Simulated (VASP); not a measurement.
## AlCu3: single point with r2SCAN

AlCu3:

```
Al Cu
1.0
     3.68693    0.00000    0.00000
     0.00000    3.68693    0.00000
     0.00000    0.00000    3.68693
Al Cu
1 3
Direct
  0.00000 0.00000 0.00000
  0.50000 0.50000 0.00000
  0.50000 0.00000 0.50000
  0.00000 0.50000 0.50000
```

| Item | Value |
| --- | --- |
| Program | VASP 6.6.1 |
| Task | single point |
| Functional | r2SCAN |
| Potentials or basis | VASP PAW PBE potentials, release 64 (Al, Cu) |
| Cutoff | 520 eV |
| k mesh | 12 × 12 × 12 |
| Occupations | gaussian, width 0.1 eV |
| Spin | no spin polarisation |
| Dipole correction | no |
| Further INCAR settings | ALGO = Normal; EDIFF = 1e-07; NBANDS = 26 |

| Item | Value |
| --- | --- |
| Pressure | -4.7 GPa |
| Band gap on the k mesh | zero (bands 18 and 19 overlap by 5.63 eV) |

Levels at points of the mesh, in eV from the Fermi level:
```tsv
k point	band 16	band 17	band 18	band 19	band 20	band 21
(0.00, 0.00, 0.00)	-2.08	-0.23	-0.23	-0.23	4.45	4.45
(0.50, 0.00, 0.00)	-2.51	-2.07	3.86	3.86	4.07	4.07
(0.50, 0.50, 0.00)	-2.73	-2.34	-1.25	-1.25	6.46	6.63
(0.50, 0.50, 0.50)	-2.25	-2.25	-2.25	-1.30	1.36	1.82
```

Run time: 9.3 min on 1 thread of AMD EPYC 7R43 64-Core Processor (Zen 3), with other jobs on the host, peak memory 0.19 GiB.

Caveat: the cell stands under tension; the PAW data sets were made with another functional, which shifts forces and pressure a little.
